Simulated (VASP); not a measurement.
Write the native input for VASP 6.6.1 that does the following.

| Property | Result |
| --- | --- |
| Task | single point |
| Functional | PBEsol |
| Potentials or basis | VASP PAW PBE potentials, release 64 (Al, Ga_d, N) |
| Cutoff | 520 eV |
| k mesh | 6 × 6 × 6 |
| Occupations | gaussian, width 0.05 eV |
| Spin | no spin polarisation |
| Dipole correction | no |
| Further INCAR settings | ALGO = Normal; EDIFF = 1e-06; NBANDS = 41 |

The structure of AlGa3N4 lies in POSCAR:

```
AlGa3N4
1.0
    4.6470631552      0.0333332607      0.0550209537
    0.0333332607      4.4611148203     -0.0805217821
    0.0550209537     -0.0805217821      4.4523806203
Al Ga N
1 3 4
Direct
   -0.0166520644      0.0057612024     -0.0244366833
    0.5110411563      0.4728686483      0.0532136437
    0.5011187819     -0.0325781674      0.5199398334
    0.0369517227      0.4454674166      0.5317516574
    0.7731946932      0.7847725623      0.1769428236
    0.7498834894      0.2798446879      0.7464819183
    0.2121959353      0.7905003959      0.6868383245
    0.2322662855      0.2533632539      0.3092684825
```

This cell differs from its parent crystal: atoms moved at random and the cell strained at random.

One way to write it, as run:

INCAR

```
SYSTEM = AlGa3N4
  ALGO = Normal
  EDIFF = 1E-6
  ENCUT = 520
  GGA = PS
  ISIF = 2
  ISMEAR = 0
  LASPH = .True.
  LCHARG = .False.
  LREAL = .False.
  LWAVE = .False.
  NBANDS = 41
  NELM = 80
  PREC = Accurate
  SIGMA = 0.05
```

KPOINTS

```
k-points
0
Gamma
  6 6 6
  0 0 0
```

Potentials or basis: VASP PAW PBE potentials, release 64 (Al, Ga_d, N).

Command:

```console
$ cat potpaw_PBE.64/Al/POTCAR potpaw_PBE.64/Ga_d/POTCAR potpaw_PBE.64/N/POTCAR > POTCAR
$ mpirun -np 1 vasp_std > vasp.out
```

It gave:

```yaml
Pressure: 13.4 GPa
Largest_force: 14.028 eV/Å
Band_gap_on_the_k_mesh: 1.25 eV (least direct gap 1.40 eV)
```

Caveat: the cell differs from its parent crystal (atoms moved at random and the cell strained at random); the cell stands under pressure; the PAW data sets were made with another functional, which shifts forces and pressure a little.

Wall time 8.8 min on 1 thread of Oxide Virtual Turin-like Processor (shared host), peak memory 0.4 GiB.
